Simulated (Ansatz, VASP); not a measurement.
Two plane-wave programs on Fe

Contents of INCAR:

```
SYSTEM = Fe
  PREC = Accurate
  ENCUT = 520
  EDIFF = 1E-7
  ISMEAR = -1
  SIGMA = 0.05
  LREAL = .FALSE.
  LASPH = .TRUE.
  NELM = 150
  ALGO = Normal
  ISIF = 2
  LWAVE = .FALSE.
  LCHARG = .FALSE.
  ISPIN = 2
  MAGMOM = 2.303
  LORBIT = 11
  LMAXMIX = 4
  GGA = RP
  NBANDS = 14
```

Contents of KPOINTS:

```
regular mesh
0
G
  25 25 25
  0 0 0
```

File POSCAR:

```
Fe
1.0
   -1.4675167177      1.4675167177      1.4675167177
    1.4675167177     -1.4675167177      1.4675167177
    1.4675167177      1.4675167177     -1.4675167177
Fe
1
Direct
    0.0000000000      0.0000000000      0.0000000000
```

Input for Ansatz:

```yaml
crystal:
  lattice:
    - [-1.4675167177, 1.4675167177, 1.4675167177]
    - [1.4675167177, -1.4675167177, 1.4675167177]
    - [1.4675167177, 1.4675167177, -1.4675167177]
  atoms:
    - { symbol: Fe, position: [0.0, 0.0, 0.0], spin: 2.303 }
hamiltonian:
  xc: rpbe
  pseudopotentials:
    kind: paw
    azcp:
      Fe: "pseudopotentials/Fe.paw.azcp"
basis:
  ecutwfc: 420
  fft_grid_basis: typed
kpoints:
  mp_grid: { grid: [25, 25, 25], shift: [0, 0, 0] }
magnetization:
  spin_polarized: true
scf:
  occupations: { method: fermi_dirac, width: 0.05 }
output:
  stress: true
```

Alike in both runs: task single point; functional RPBE; k mesh 25 × 25 × 25; occupations fermi-dirac, width 0.05 eV; collinear spin.

|  | VASP | Ansatz |
| --- | --- | --- |
| version | VASP 6.6.1 | Ansatz 0.2.0 |
| potentials or method | VASP PAW PBE potentials, release 64 (Fe), cutoff 520 eV | plane waves (420 eV) with PAW, scalar-relativistic |
| valence electrons in the cell | 8 | 16 |

```tsv
	VASP	Ansatz	Ansatz less VASP
pressure (GPa)	-7.3	-7.6	-0.32
net moment per atom (μB)	2.52	2.50	-0.021
size of the moment on the site where the two differ most (μB)	2.55	2.58	+0.034
```

VASP's potentials were made for PBE, not for RPBE. Site moments also hang on the region over which each program counts them. VASP's potentials hold 8 valence electrons a cell and Ansatz's 16, so a difference there can come from the potentials and not from the codes.
